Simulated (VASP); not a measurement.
Wanted: the native input for a VASP 6.6.1 run.

- Task: electric field gradients
- Functional: PBEsol
- Potentials or basis: VASP PAW PBE potentials, release 64 (Al, Pt)
- Cutoff: 520 eV
- k mesh: 9 × 9 × 9
- Occupations: fermi-dirac, width 0.05 eV
- Spin: no spin polarisation
- Dipole correction: no
- Further INCAR settings: ALGO = Normal; EDIFF = 1e-08; NBANDS = 44

The structure of Al2Pt lies in POSCAR:

```
Al2Pt
1.0
    5.9100000000      0.0000000000      0.0000000000
    0.0000000000      5.9100000000      0.0000000000
    0.0000000000      0.0000000000      5.9100000000
Al Pt
8 4
Direct
    0.2500000000      0.2500000000      0.2500000000
    0.7500000000      0.7500000000      0.2500000000
    0.7500000000      0.2500000000      0.7500000000
    0.2500000000      0.7500000000      0.7500000000
    0.7500000000      0.7500000000      0.7500000000
    0.2500000000      0.2500000000      0.7500000000
    0.2500000000      0.7500000000      0.2500000000
    0.7500000000      0.2500000000      0.2500000000
    0.0000000000      0.0000000000      0.0000000000
    0.5000000000      0.5000000000      0.0000000000
    0.5000000000      0.0000000000      0.5000000000
    0.0000000000      0.5000000000      0.5000000000
```

The input as run:

INCAR

```
  ALGO = Normal
  EDIFF = 1E-8
  ENCUT = 520
  GGA = PS
  ISIF = 2
  ISMEAR = -1
  LASPH = True
  LCHARG = False
  LEFG = True
  LREAL = False
  LWAVE = False
  NBANDS = 44
  NELM = 60
  PREC = Accurate
  SIGMA = 0.05
```

KPOINTS

```
k-points
0
Gamma
  9 9 9
```

Potentials or basis: VASP PAW PBE potentials, release 64 (Al, Pt).

The run is started by

```sh
$ cat potpaw_PBE.64/Al/POTCAR potpaw_PBE.64/Pt/POTCAR > POTCAR
$ mpirun -np 1 vasp_std > vasp.out
```

It gave:

* Pressure: -1.0 GPa
* Band gap on the k mesh: zero (bands 32 and 33 overlap by 2.54 eV)
* Largest electric field gradient by atom: under 0.05 V/Å² on every atom

Caveat: the PAW data sets were made with another functional, which shifts forces and pressure a little; spin-orbit coupling is left out, which moves the levels of the heavy elements.

Wall time 3.5 min on 1 thread of Intel(R) Xeon(R) Platinum 8375C CPU @ 2.90GHz (Ice Lake), with other jobs on the host, peak memory 0.45 GiB.
